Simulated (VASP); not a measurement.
Write the native input for VASP 6.6.1 that does the following.

| Quantity | Value |
| --- | --- |
| Task | single point |
| Functional | PBE |
| Potentials or basis | VASP PAW PBE potentials, release 64 (Mo_sv) |
| Cutoff | 520 eV |
| k mesh | 18 × 18 × 18 |
| Occupations | gaussian, width 0.1 eV |
| Spin | no spin polarisation |
| Dipole correction | no |
| Further INCAR settings | ALGO = Normal; EDIFF = 1e-07; NBANDS = 13 |

The structure of Mo lies in POSCAR:

```
Mo
1.0
   -1.5802206812      1.5802206812      1.5802206812
    1.5802206812     -1.5802206812      1.5802206812
    1.5802206812      1.5802206812     -1.5802206812
Mo
1
Direct
    0.0000000000      0.0000000000      0.0000000000
```

The input as run:

INCAR

```
SYSTEM = Mo
ALGO     = Normal         ! electronic algorithm
EDIFF    = 1E-7           ! SCF threshold, eV
ENCUT    = 520            ! plane-wave cutoff, eV
GGA      = PE             ! functional
ISIF     = 2              ! what is computed and relaxed
ISMEAR   = 0              ! smearing method
LASPH    = .True.         ! aspherical terms in the spheres
LCHARG   = .False.        ! write CHGCAR
LREAL    = .False.        ! projectors in reciprocal space
LWAVE    = .False.        ! write WAVECAR
NBANDS   = 13             ! bands
NELM     = 80             ! most SCF steps
PREC     = Accurate       ! precision mode
SIGMA    = 0.1            ! smearing width, eV
```

KPOINTS

```
k-points
0
Gamma
  18 18 18
  0 0 0
```

Potentials or basis: VASP PAW PBE potentials, release 64 (Mo_sv).

Launch:

```sh
$ cat potpaw_PBE.64/Mo_sv/POTCAR > POTCAR
$ mpirun -np 1 vasp_std > vasp.out
```

It gave:

```
Pressure               : 0.5 GPa
Band gap on the k mesh : zero (band 7 reaches 16.36 eV, above the bottom of band 8 at 11.09 eV)
```

It took 23 s on 1 thread of Intel(R) Xeon(R) Platinum 8488C (Sapphire Rapids), on a shared host, peak memory 0.15 GiB.
